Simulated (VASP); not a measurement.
Wanted: the native input for a VASP 6.6.1 run.

```yaml
Task: single point
Functional: LDA
Potentials_or_basis: VASP PAW LDA potentials, release 64 (Cr_pv)
Cutoff: 500 eV
k_mesh: 14 × 14 × 14
Occupations: gaussian, width 0.05 eV
Spin: collinear spin, ferromagnetic start
Starting_moments: "[1.35] μB"
Fixed_moment: 1.35 μB
Dipole_correction: no
Further_INCAR_settings: ALGO = Normal; EDIFF = 1e-06; NBANDS = 16
```

The structure of Cr lies in POSCAR:

```
Cr
1.0
   -1.4419500000      1.4419500000      1.4419500000
    1.4419500000     -1.4419500000      1.4419500000
    1.4419500000      1.4419500000     -1.4419500000
Cr
1
Direct
    0.0000000000      0.0000000000      0.0000000000
```

One way to write it, as run:

INCAR

```
SYSTEM = Cr
  ALGO = Normal
  EDIFF = 1E-6
  ENCUT = 500
  GGA_COMPAT = .False.
  ISIF = 2
  ISMEAR = 0
  ISPIN = 2
  LASPH = .True.
  LCHARG = .True.
  LELF = .True.
  LMAXMIX = 4
  LORBIT = 11
  LREAL = .False.
  LVHAR = .True.
  LWAVE = .False.
  MAGMOM = 1.35
  NBANDS = 16
  NELM = 200
  NUPDOWN = 1.35
  PREC = Accurate
  SIGMA = 0.05
```

KPOINTS

```
k-points
0
Gamma
  14 14 14
  0 0 0
```

Potentials or basis: VASP PAW LDA potentials, release 64 (Cr_pv).

Command:

```sh
$ cat potpaw_LDA.64/Cr_pv/POTCAR > POTCAR
$ mpirun -np 1 vasp_std > vasp.out
```

It gave:

```json
{
  "Pressure": "-10.1 GPa",
  "Net moment": "1.35 μB per cell",
  "Site moments": "Cr +1.25 μB",
  "Valence electrons inside the program's atomic spheres": "Cr 11.00"
}
```

Caveat: the total moment is fixed, so each spin has its own Fermi level.

It took 14 s on 1 thread of Intel(R) Xeon(R) 6975P-C (Granite Rapids), with other jobs on the host, peak memory 0.13 GiB.
